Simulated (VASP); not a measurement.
A run of VASP 6.6.1:

Contents of INCAR:

```
PREC = Accurate
ENCUT = 600
EDIFF = 1E-6
ISMEAR = 0
SIGMA = 0.1
LREAL = F
LASPH = T
NELM = 100
ALGO = Normal
ISIF = 3
LWAVE = F
LCHARG = F
GGA = PE
IBRION = 2
NSW = 90
EDIFFG = -0.04
```

The input KPOINTS:

```
Automatic mesh
0
Gamma
  6 6 6
```

File POSCAR:

```
B2N
1.0
   -2.0683808325      2.0683808325      2.9022709374
    2.0683808325     -2.0683808325      2.9022709374
    2.0683808325      2.0683808325     -2.9022709374
B N
4 2
Direct
    0.3333333333      0.3333333333      0.6666666667
    0.3333333333      0.6666666667      0.0000000000
    0.6666666667      0.3333333333      0.0000000000
    0.6666666667      0.6666666667      0.3333333333
    0.6666666667      0.6666666667      0.0000000000
    0.3333333333      0.3333333333      0.0000000000
```

Potentials or basis: VASP PAW PBE potentials, release 64 (B, N).

Command:

```sh
$ cat potpaw_PBE.64/B/POTCAR potpaw_PBE.64/N/POTCAR > POTCAR
$ mpirun -np 1 vasp_std > vasp.out
```

Hardware: 1 thread of Intel(R) Xeon(R) 6975P-C (Granite Rapids) (shared host).

How long does it take, and how much memory?

Wall time 7.2 min on 1 thread of Intel(R) Xeon(R) 6975P-C (Granite Rapids) (shared host), peak memory 0.21 GiB. Counts: scf iterations 370, k points 30, ion steps 46.
